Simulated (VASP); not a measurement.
# AlIn (P6/mmm) in VASP: settings compared

Aim: see how the results for AlIn move with the level of theory and the settings. Levels: revPBE, BLYP. Tasks: single point.

All numbers are computed with VASP 6.6.1; they aren't measurements. Logs are shortened: lines on timing, memory, paths and dates and some standing lists are left out, and cuts for length are marked.

## Step 1: The cell of the first run

Symmetry: P6/mmm, No. 191, hexagonal system. The conventional cell has a = 3.054 Å, b = 3.054 Å, c = 5.828 Å, α = 90.00°, β = 90.00°, γ = 120.00°. Al (site symmetry 6/mmm) has 2 In at 2.91 Å and 6 Al at 3.05 Å within 3.8 Å. Within 3.8 Å of In (site symmetry 6/mmm) lie 2 Al at 2.91 Å and 6 In at 3.05 Å.

## Step 2: Single point, revPBE

Input file INCAR:

```
PREC = Accurate
ENCUT = 520
EDIFF = 1E-6
ISMEAR = -1
SIGMA = 0.05
LREAL = False
LASPH = True
NELM = 80
ALGO = Fast
ISIF = 2
LWAVE = False
LCHARG = False
GGA = RE
NBANDS = 15
```

Input file KPOINTS:

```
Automatic mesh
0
Gamma
  6 6 3
```

Input file POSCAR:

```
AlIn
1.0
    3.0541300000      0.0000000000      0.0000000000
   -1.5270700000      2.6449600000      0.0000000000
    0.0000000000      0.0000000000      5.8280200000
Al In
1 1
Direct
    0.0000000000      0.0000000000      0.0000000000
    0.0000000000      0.0000000000      0.5000000000
```

Potentials or basis: VASP PAW PBE potentials, release 64 (Al, In_d).

The run is started by

```sh
cat potpaw_PBE.64/Al/POTCAR potpaw_PBE.64/In_d/POTCAR > POTCAR
mpirun -np 1 vasp_std > vasp.out
```

OUTCAR:

```text
PREC = Accurate
   ENCUT = 520
   EDIFF = 1E-6
   ISMEAR = -1
   LREAL = False
   LASPH = True
   NELM = 80
   ISIF = 2
   GGA = RE

 ion  position               nearest neighbor table
   1  0.000  0.000  0.000-   2 2.91   2 2.91
   2  0.000  0.000  0.500-   1 2.91   1 2.91

  LATTYP: Found a hexagonal cell.
 ALAT       =     3.0541300000
 C/A-ratio  =     1.9082422818

  Lattice vectors:

 A1 = (   3.0541300000,   0.0000000000,   0.0000000000)
 A2 = (  -1.5270700000,   2.6449600000,   0.0000000000)
 A3 = (   0.0000000000,   0.0000000000,   5.8280200000)

Analysis of symmetry for initial positions (statically):
=====================================================================
 Subroutine PRICEL returns:
 Original cell was already a primitive cell.

 Routine SETGRP: Setting up the symmetry group for a
 hexagonal supercell.

 Subroutine GETGRP returns: Found 24 space group operations
 (whereof 24 operations were pure point group operations)
 out of a pool of 24 trial point group operations.

The static configuration has the point symmetry D_6h.

Analysis of symmetry for dynamics (positions and initial velocities):
=====================================================================
 Subroutine PRICEL returns:
 Original cell was already a primitive cell.

 Routine SETGRP: Setting up the symmetry group for a
 hexagonal supercell.

 Subroutine GETGRP returns: Found 24 space group operations
 (whereof 24 operations were pure point group operations)
 out of a pool of 24 trial point group operations.

The dynamic configuration has the point symmetry D_6h.

 Subroutine INISYM returns: Found 24 space group operations
 (whereof 24 operations are pure point group operations),
 and found     1 'primitive' translations

----------------------------------------------------------------------------------------

                                     Primitive cell

  volume of cell :      47.0790

  direct lattice vectors                    reciprocal lattice vectors
     3.054130000  0.000000000  0.000000000     0.327425486  0.189039395  0.000000000
    -1.527070000  2.644960000  0.000000000     0.000000000  0.378077551  0.000000000
     0.000000000  0.000000000  5.828020000     0.000000000  0.000000000  0.171584861

  length of vectors
     3.054130000  3.054137552  5.828020000     0.378078486  0.378077551  0.171584861

  position of ions in fractional coordinates (direct lattice)
     0.000000000  0.000000000  0.000000000
     0.000000000  0.000000000  0.500000000

  ion indices of the primitive-cell ions
   primitive index   ion index
                 1           1
                 2           2

----------------------------------------------------------------------------------------

 KPOINTS: Automatic mesh

Automatic generation of k-mesh.
 Grid dimensions read from file:
 generate k-points for:    6    6    3

 Generating k-lattice:

  Cartesian coordinates                     Fractional coordinates (reciprocal lattice)
     0.054570914  0.031506566  0.000000000     0.166666667  0.000000000  0.000000000
     0.000000000  0.063012925  0.000000000     0.000000000  0.166666667  0.000000000
     0.000000000  0.000000000  0.057194954     0.000000000  0.000000000  0.333333333

  Length of vectors
     0.063013081  0.063012925  0.057194954

  Shift w.r.t. Gamma in fractional coordinates (k-lattice)
     0.000000000  0.000000000  0.000000000

 Subroutine IBZKPT returns following result:
 ===========================================

 Found     14 irreducible k-points:

 Following reciprocal coordinates:
            Coordinates               Weight
  0.000000  0.000000  0.000000      1.000000
  0.166667  0.000000  0.000000      6.000000
  0.333333 -0.000000  0.000000      6.000000
  0.500000  0.000000  0.000000      3.000000
  0.166667  0.166667  0.000000      6.000000
  0.333333  0.166667  0.000000     12.000000
  0.333333  0.333333  0.000000      2.000000
  0.000000  0.000000  0.333333      2.000000
  0.166667  0.000000  0.333333     12.000000
  0.333333 -0.000000  0.333333     12.000000
  0.500000  0.000000  0.333333      6.000000
  0.166667  0.166667  0.333333     12.000000
  0.333333  0.166667  0.333333     24.000000
  0.333333  0.333333  0.333333      4.000000
   k-points           NKPTS =     14   k-points in BZ     NKDIM =     14   number of bands    NBANDS=     15
   number of dos      NEDOS =    301   number of ions     NIONS =      2
   total plane-waves  NPLWV =  27648
   dimension x,y,z NGX =    24 NGY =   24 NGZ =   48
   dimension x,y,z NGXF=    48 NGYF=   48 NGZF=   96
   ions per type =               1   1
   NGX,Y,Z   is equivalent  to a cutoff of  13.06, 13.06, 13.69 a.u.
   NGXF,Y,Z  is equivalent  to a cutoff of  26.13, 26.13, 27.38 a.u.
 SYSTEM =  unknown system
   PREC   = accura    normal or accurate (medium, high low for compatibility)
   ISTART =      0    job   : 0-new  1-cont  2-samecut
   ICHARG =      2    charge: 1-file 2-atom 10-const
   ISPIN  =      1    spin polarized calculation?
   LNONCOLLINEAR =      F non collinear calculations
   LSORBIT =      F    spin-orbit coupling
   LASPH  =      T    aspherical Exc in radial PAW
   ENCUT  =  520.0 eV  38.22 Ry    6.18 a.u.   5.68  5.68 10.84*2*pi/ulx,y,z
   NELM   =     80;   NELMIN=  2; NELMDL= -5     # of ELM steps
   EDIFF  = 0.1E-05   stopping-criterion for ELM
   LREAL  =      F    real-space projection
[... 7 lines left out ...]
   TEBEG  =    0.0;   TEEND  =   0.0 temperature during run
   PSTRESS=    0.0 pullay stress
   NELECT =      16.0000    total number of electrons
   NUPDOWN=      -1.0000    fix difference up-down
   EMIN   =  10.00;   EMAX   =-10.00  energy-range for DOS
   EFERMI =   0.00;   METHOD = LEGACY
   ISMEAR =    -1;   SIGMA  =   0.05  broadening in eV -4-tet -1-fermi 0-gaus
   EFERMI_NEDOS =   21; number of points for ismear=-14 and -15
   IALGO  =     68    algorithm
   IMIX   =      4    mixing-type and parameters
     AMIX     =   0.40;   BMIX     =  1.00
     AMIX_MAG =   1.60;   BMIX_MAG =  1.00
  volume/ion in A,a.u.               =      23.54       158.85
  Fermi-wavevector in a.u.,A,eV,Ry     =   1.142455  2.158926 17.758357  1.305202
  Thomas-Fermi vector in A             =   2.279152
   LORBIT       =      0    0 simple, 1 ext, 2 COOP (PROOUT), +10 PAW based schemes
   GGA     = RE    functional components
   LHFCALC =     F    Hartree Fock is set to
   AEXX    =    0.0000 exact exchange contribution
   IVDW    =     0    specifies the selected vdW correction
   LEPSILON=     F    determine dielectric tensor
   LRPA    =     F    only Hartree local field effects (RPA)
 non-spin polarized calculation
 RMM-DIIS sequential band-by-band and
  energy-cutoff  :      520.00
  volume of cell :       47.08
 maximum number of plane-waves:      1281
 NGX is ok and might be reduce to    24
   NGX = 11   NGY = 11   NGZ = 21

 number of electron      15.9999997 magnetization

 Free energy of the ion-electron system (eV)
  ---------------------------------------------------
  ext. energy  EPLUGINS =         0.00000000
  ---------------------------------------------------
  free energy    TOTEN  =        -5.25501349 eV

  energy without entropy =       -5.24738501  energy(sigma->0) =       -5.25119925

 E-fermi :   6.7878     XC(G=0):  -9.7791

 val. band max:        6.6072508197   @ k =   0.3333   0.1667   0.0000
 cond. band min:       6.8189984036   @ k =   0.5000   0.0000   0.0000
 fundamental gap:      0.2117475839
 Fermi energy:         6.7877664160

 k-point     1 :       0.0000    0.0000    0.0000
  band No.  band energies     occupation
      1      -8.2924      2.00000
      2      -8.1671      2.00000
      3      -8.1671      2.00000
      4      -7.7596      2.00000
      5      -7.7596      2.00000
      6      -2.9286      2.00000
      7       1.1175      2.00000
      8       2.7443      2.00000
      9      14.1900      0.00000
     10      15.8788      0.00000
     11      16.8344      0.00000
     12      16.8345      0.00000
     13      18.5159      0.00000
     14      18.5160      0.00000
     15      19.5070      0.00000

 k-point     2 :       0.1667    0.0000    0.0000
  band No.  band energies     occupation
      1      -8.2648      2.00000
      2      -8.1340      2.00000
      3      -8.0333      2.00000
      4      -7.8536      2.00000
      5      -7.7787      2.00000
      6      -2.3092      2.00000
      7       1.6846      2.00000
      8       3.3745      2.00000
      9      12.2114      0.00000
     10      14.8362      0.00000
     11      14.8629      0.00000
     12      15.7830      0.00000
     13      16.3337      0.00000
     14      17.5749      0.00000
     15      17.9291      0.00000

 k-point     3 :       0.3333   -0.0000    0.0000
  band No.  band energies     occupation
      1      -8.3889      2.00000
      2      -8.0307      2.00000
      3      -7.9081      2.00000
      4      -7.8166      2.00000
      5      -7.7547      2.00000
      6      -0.4044      2.00000
      7       3.4282      2.00000
      8       5.1191      2.00000
      9       7.1136      0.00295
     10      10.7545      0.00000
     11      12.8510      0.00000
     12      13.1643      0.00000
     13      14.9872      0.00000
     14      16.4479      0.00000
     15      16.6303      0.00000

 k-point     4 :       0.5000    0.0000    0.0000
  band No.  band energies     occupation
      1      -8.4563      2.00000
      2      -8.1143      2.00000
      3      -7.8355      2.00000
      4      -7.7989      2.00000
      5      -7.6093      2.00000
      6       2.4888      2.00000
      7       3.1152      2.00000
      8       6.0980      2.00000
      9       6.8190      0.69745
     10       6.8611      0.37505
     11      10.1054      0.00000
     12      12.5438      0.00000
     13      14.5428      0.00000
     14      15.6857      0.00000
     15      18.1251      0.00000
[... 127 lines left out ...]
 k-point    12 :       0.1667    0.1667    0.3333
  band No.  band energies     occupation
      1      -8.2318      2.00000
      2      -8.1081      2.00000
      3      -7.9721      2.00000
      4      -7.8248      2.00000
      5      -7.8065      2.00000
      6      -0.5962      2.00000
      7       1.1074      2.00000
      8       7.2408      0.00023
      9       9.8898      0.00000
     10      10.7706      0.00000
     11      11.8848      0.00000
     12      12.2086      0.00000
     13      12.6293      0.00000
     14      17.4339      0.00000
     15      18.6617      0.00000

 k-point    13 :       0.3333    0.1667    0.3333
  band No.  band energies     occupation
      1      -8.2866      2.00000
      2      -8.0699      2.00000
      3      -7.8848      2.00000
      4      -7.8834      2.00000
      5      -7.7087      2.00000
      6       1.9572      2.00000
      7       3.4757      2.00000
      8       5.7503      2.00000
      9       6.9911      0.03369
     10       9.1576      0.00000
     11       9.9268      0.00000
     12      11.1789      0.00000
     13      13.5236      0.00000
     14      14.3407      0.00000
     15      17.0553      0.00000

 k-point    14 :       0.3333    0.3333    0.3333
  band No.  band energies     occupation
      1      -8.0029      2.00000
      2      -8.0029      2.00000
      3      -7.9804      2.00000
      4      -7.9804      2.00000
      5      -7.8500      2.00000
      6       4.2581      2.00000
      7       5.5976      2.00000
      8       5.5976      2.00000
      9       5.7424      2.00000
     10       6.9513      0.07315
     11       6.9513      0.07315
     12      11.7542      0.00000
     13      13.6929      0.00000
     14      13.6929      0.00000
     15      16.0387      0.00000

------------------------ aborting loop because EDIFF is reached ----------------------------------------

  FORCE on cell =-STRESS in cart. coord.  units (eV):
  Direction    XX          YY          ZZ          XY          YZ          ZX
  --------------------------------------------------------------------------------------
  -------------------------------------------------------------------------------------
  Total        0.3209572      0.3209586      0.1428334     -0.0000006     -0.0000000      0.0000000
  in kB       10.9227005     10.9227487      4.8608559     -0.0000206     -0.0000000      0.0000000
  external PRESSURE =       8.9021017 kB  Pullay stress =       0.0000000 kB

 VOLUME and BASIS-vectors are now :
 -----------------------------------------------------------------------------
  energy-cutoff  :      520.00
  volume of cell :       47.08
      direct lattice vectors                 reciprocal lattice vectors
     3.054130000  0.000000000  0.000000000     0.327425486  0.189039395  0.000000000
    -1.527070000  2.644960000  0.000000000     0.000000000  0.378077551  0.000000000
     0.000000000  0.000000000  5.828020000     0.000000000  0.000000000  0.171584861

 POSITION                                       TOTAL-FORCE (eV/Angst)
 -----------------------------------------------------------------------------------
      0.00000      0.00000      0.00000         0.000000      0.000000      0.000000
      0.00000      0.00000      2.91401        -0.000000      0.000000      0.000000
 -----------------------------------------------------------------------------------
    total drift:                                0.000000      0.000000      0.000000

  FREE ENERGIE OF THE ION-ELECTRON SYSTEM (eV)
  ---------------------------------------------------
  free  energy   TOTEN  =        -5.2550134877 eV

  energy  without entropy=       -5.2473850061  energy(sigma->0) =       -5.25119925
```

Wall time 11 s (1 thread of Intel Xeon Platinum 8124M at 3.00GHz (Skylake/Cascade Lake), shared host); peak memory 0.16 GiB.

Results:

```
Free energy            : -5.2550 eV
Pressure               : 0.9 GPa
Band gap on the k mesh : zero (band 8 reaches 7.36 eV, above the bottom of band 9 at 4.98 eV)
```

Caveat: the k points lie up to 0.40 Å⁻¹ apart; the PAW data sets were made with another functional, which shifts forces and pressure a little; spin-orbit coupling is left out, which moves the levels of the heavy elements.

## Step 3: Single point, BLYP

Input file INCAR:

```
SYSTEM = AlIn
PREC     = Accurate       ! precision mode
ENCUT    = 520            ! plane-wave cutoff, eV
EDIFF    = 1E-7           ! SCF threshold, eV
ISMEAR   = -1             ! smearing method
SIGMA    = 0.05           ! smearing width, eV
LREAL    = .FALSE.        ! projectors in reciprocal space
LASPH    = .TRUE.         ! aspherical terms in the spheres
NELM     = 80             ! most SCF steps
ALGO     = Fast           ! electronic algorithm
ISIF     = 2              ! what is computed and relaxed
LWAVE    = .FALSE.        ! write WAVECAR
LCHARG   = .FALSE.        ! write CHGCAR
GGA      = B5             ! functional
ALDAX    = 1.0          
AGGAX    = 1.0          
AGGAC    = 1.0          
ALDAC    = 0.0          
NBANDS   = 15             ! bands
```

Input file KPOINTS:

```
Automatic mesh
0
G
  6 6 3
  0 0 0
```

POSCAR is that of step 2.

Potentials or basis: VASP PAW PBE potentials, release 64 (Al, In_d).

The run is started by

```sh
cat potpaw_PBE.64/Al/POTCAR potpaw_PBE.64/In_d/POTCAR > POTCAR
mpirun -np 1 vasp_std > vasp.out
```

Wall time 23 s (1 thread of Intel Xeon Platinum 8124M at 3.00GHz (Skylake/Cascade Lake), shared host); peak memory 0.16 GiB.

Results (log left out):

```yaml
Free_energy: -4.1421 eV
Pressure: 4.4 GPa
Band_gap_on_the_k_mesh: zero (band 8 reaches 7.76 eV, above the bottom of band 9 at 5.46 eV)
```

Stress tensor (GPa, compression positive):
```
4.48 0.00 0.00
0.00 4.48 0.00
0.00 0.00 4.17
```

Levels at points of the mesh, in eV from the Fermi level:
```csv
k point,band 6,band 7,band 8,band 9,band 10,band 11
"(0.00, 0.00, 0.00)",-9.66,-5.72,-3.83,7.37,9.24,9.83
"(0.50, 0.00, 0.00)",-4.37,-3.49,-0.64,-0.15,0.11,3.78
```

Caveat: the k points lie up to 0.40 Å⁻¹ apart; the PAW data sets were made with another functional, which shifts forces and pressure a little; spin-orbit coupling is left out, which moves the levels of the heavy elements.
